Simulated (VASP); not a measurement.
# BP (series) (F-43m) in VASP: notebook, part 2 of 2

VASP 6.6.1.

## 3. Single point, PBE

INCAR

```
PREC     = Accurate       # precision mode
ENCUT    = 500            # plane-wave cutoff, eV
EDIFF    = 1E-6           # SCF threshold, eV
ISMEAR   = 0              # smearing method
SIGMA    = 0.02           # smearing width, eV
LREAL    = False          # projectors in reciprocal space
LASPH    = True           # aspherical terms in the spheres
NELM     = 120            # most SCF steps
ALGO     = Normal         # electronic algorithm
ISIF     = 2              # what is computed and relaxed
LWAVE    = False          # write WAVECAR
LCHARG   = False          # write CHGCAR
GGA      = PE             # functional
NBANDS   = 11             # bands
GGA_COMPAT= False
```

KPOINTS

```
Automatic mesh
0
Gamma
  10 10 10
```

POSCAR

```
BP
1.0
    0.0000000000      2.2690000000      2.2690000000
    2.2690000000      0.0000000000      2.2690000000
    2.2690000000      2.2690000000      0.0000000000
B P
1 1
Direct
    0.0000000000      0.0000000000      0.0000000000
    0.2500000000      0.2500000000      0.2500000000
```

Potentials or basis: VASP PAW PBE potentials, release 64 (B, P).

Command:

```
$ cat potpaw_PBE.64/B/POTCAR potpaw_PBE.64/P/POTCAR > POTCAR
$ mpirun -np 1 vasp_std > vasp.out
```

Wall time 12 s (1 thread of Intel Xeon Platinum 8259CL at 2.50GHz (Skylake/Cascade Lake), shared host); peak memory 0.13 GiB.

The run converged. Its results:

* Free energy: -12.9302 eV
* Pressure: 0.9 GPa
* Band gap on the k mesh: 1.24 eV, indirect (least direct gap 3.40 eV)

Levels at points of the mesh, in eV from the valence-band top:
```
           k point  band 2  band 3  band 4  band 5  band 6  band 7
(0.00, 0.00, 0.00)    0.00    0.00    0.00    3.40    3.40    3.40
(0.50, 0.00, 0.00)   -9.03   -1.76   -1.76    3.78    4.71    4.71
(0.50, 0.50, 0.00)   -8.58   -4.11   -4.11    1.33    1.66   12.12
```

A k mesh can miss the band edges.

## 4. Single point, PBE

INCAR

```
PREC = Accurate ; ENCUT = 500
EDIFF = 1E-6 ; ISMEAR = 0
SIGMA = 0.02 ; LREAL = False
LASPH = True ; NELM = 120
ALGO = Normal ; ISIF = 2
LWAVE = False ; LCHARG = False
GGA = PE ; NBANDS = 11
GGA_COMPAT = False
```

KPOINTS

```
regular mesh
0
Gamma
  14 14 14
```

POSCAR is that of step 3.

Potentials or basis: VASP PAW PBE potentials, release 64 (B, P).

Command:

```
$ cat potpaw_PBE.64/B/POTCAR potpaw_PBE.64/P/POTCAR > POTCAR
$ mpirun -np 1 vasp_std > vasp.out
```

OUTCAR:

```text
PREC = Accurate
   ENCUT = 500
   EDIFF = 1E-6
   ISMEAR = 0
   LREAL = False
   LASPH = True
   NELM = 120
   ISIF = 2
   GGA = PE

 ion  position               nearest neighbor table
   1  0.000  0.000  0.000-   2 1.97   2 1.97   2 1.97   2 1.97
   2  0.250  0.250  0.250-   1 1.97   1 1.97   1 1.97   1 1.97

  LATTYP: Found a face centered cubic cell.
 ALAT       =     4.5380000000

  Lattice vectors:

 A1 = (   0.0000000000,   2.2690000000,   2.2690000000)
 A2 = (   2.2690000000,   0.0000000000,   2.2690000000)
 A3 = (   2.2690000000,   2.2690000000,   0.0000000000)

Analysis of symmetry for initial positions (statically):
=====================================================================
 Subroutine PRICEL returns:
 Original cell was already a primitive cell.

 Routine SETGRP: Setting up the symmetry group for a
 face centered cubic supercell.

 Subroutine GETGRP returns: Found 24 space group operations
 (whereof 24 operations were pure point group operations)
 out of a pool of 48 trial point group operations.

The static configuration has the point symmetry T_d .

Analysis of symmetry for dynamics (positions and initial velocities):
[... 163 lines left out ...]
 fundamental gap:      1.2398351371
 Fermi energy:         7.6251383004

 k-point     1 :       0.0000    0.0000    0.0000
  band No.  band energies     occupation
      1      -8.0276      2.00000
      2       7.4327      2.00000
      3       7.4327      2.00000
      4       7.4327      2.00000
      5      10.8335      0.00000
      6      10.8335      0.00000
      7      10.8335      0.00000
      8      14.8071      0.00000
      9      18.9455      0.00000
     10      19.5615      0.00000
     11      19.5615      0.00000
[... 309 lines left out ...]
 k-point    24 :       0.2857    0.1429    0.0000
  band No.  band energies     occupation
      1      -6.7017      2.00000
      2       2.9688      2.00000
      3       5.2341      2.00000
      4       5.4995      2.00000
      5      10.4566      0.00000
      6      13.4474      0.00000
      7      13.9006      0.00000
      8      14.1512      0.00000
      9      19.2508      0.00000
     10      20.3468      0.00000
     11      21.7495      0.00000

 [... further k-points ...]
[... 5 lines left out ...]
  --------------------------------------------------------------------------------------
  -------------------------------------------------------------------------------------
  Total        0.1305881      0.1305881      0.1305881     -0.0000000      0.0000000      0.0000000
  in kB        8.9553149      8.9553149      8.9553149     -0.0000000      0.0000000      0.0000000
  external PRESSURE =       8.9553149 kB  Pullay stress =       0.0000000 kB

 VOLUME and BASIS-vectors are now :
 -----------------------------------------------------------------------------
  energy-cutoff  :      500.00
  volume of cell :       23.36
      direct lattice vectors                 reciprocal lattice vectors
     0.000000000  2.269000000  2.269000000    -0.220361393  0.220361393  0.220361393
     2.269000000  0.000000000  2.269000000     0.220361393 -0.220361393  0.220361393
     2.269000000  2.269000000  0.000000000     0.220361393  0.220361393 -0.220361393

 POSITION                                       TOTAL-FORCE (eV/Angst)
 -----------------------------------------------------------------------------------
      0.00000      0.00000      0.00000        -0.000000      0.000000      0.000000
      1.13450      1.13450      1.13450         0.000000     -0.000000     -0.000000
 -----------------------------------------------------------------------------------
    total drift:                                0.000000      0.000000      0.000000

  FREE ENERGIE OF THE ION-ELECTRON SYSTEM (eV)
  ---------------------------------------------------
  free  energy   TOTEN  =       -12.9304649169 eV

  energy  without entropy=      -12.9304649169  energy(sigma->0) =      -12.93046492
```

Wall time 22 s (1 thread of Intel Xeon Platinum 8259CL at 2.50GHz (Skylake/Cascade Lake), shared host); peak memory 0.14 GiB.

Results:

```
Free energy            : -12.9305 eV
Pressure               : 0.9 GPa
Band gap on the k mesh : 1.24 eV, indirect (least direct gap 3.40 eV)
```

A k mesh can miss the band edges. Expect the measured gap to be larger: semilocal functionals such as PBE lack the derivative discontinuity.

## 5. Single point, PBE

INCAR

```
SYSTEM = BP
PREC     = Accurate       ! precision mode
ENCUT    = 500            ! plane-wave cutoff, eV
EDIFF    = 1E-6           ! SCF threshold, eV
ISMEAR   = 0              ! smearing method
SIGMA    = 0.02           ! smearing width, eV
LREAL    = .False.        ! projectors in reciprocal space
LASPH    = .True.         ! aspherical terms in the spheres
NELM     = 120            ! most SCF steps
ALGO     = Normal         ! electronic algorithm
ISIF     = 2              ! what is computed and relaxed
LWAVE    = .False.        ! write WAVECAR
LCHARG   = .False.        ! write CHGCAR
GGA      = PE             ! functional
NBANDS   = 11             ! bands
GGA_COMPAT= .False.
```

KPOINTS

```
regular mesh
0
Gamma
  16 16 16
  0 0 0
```

POSCAR is that of step 4.

Command:

```
$ cat potpaw_PBE.64/B/POTCAR potpaw_PBE.64/P/POTCAR > POTCAR
$ mpirun -np 1 vasp_std > vasp.out
```

Wall time 29 s (1 thread of Intel Xeon Platinum 8259CL at 2.50GHz (Skylake/Cascade Lake), shared host); peak memory 0.16 GiB.

Results (log left out):

| Quantity | Value |
| --- | --- |
| Free energy | -12.9305 eV |
| Pressure | 0.9 GPa |
| Band gap on the k mesh | 1.25 eV, indirect (least direct gap 3.40 eV) |

Levels at points of the mesh, in eV from the valence-band top:
```
           k point  band 2  band 3  band 4  band 5  band 6  band 7
(0.00, 0.00, 0.00)    0.00    0.00    0.00    3.40    3.40    3.40
(0.50, 0.00, 0.00)   -9.03   -1.76   -1.76    3.78    4.71    4.71
(0.50, 0.50, 0.00)   -8.58   -4.11   -4.11    1.33    1.66   12.12
```

## 6. Summary

| k mesh | gap on the mesh (eV) | pressure (GPa) |
| --- | --- | --- |
| 8 × 8 × 8 | 1.27 | 0.9 |
| 10 × 10 × 10 | 1.24 | 0.9 |
| 14 × 14 × 14 | 1.24 | 0.9 |
| 16 × 16 × 16 | 1.25 | 0.9 |

Alike in all rows: task single point; level PBE; potentials or basis VASP PAW PBE potentials, release 64 (B, P); no spin polarisation; cell as given; cutoff (eV) 500; smearing gaussian 0.02 eV.

On the cell as given the gap runs from 1.24 eV (PBE) to 1.27 eV (PBE); the meshes differ, which moves gaps too.

Absolute energies hang on the potentials; compare differences alone.
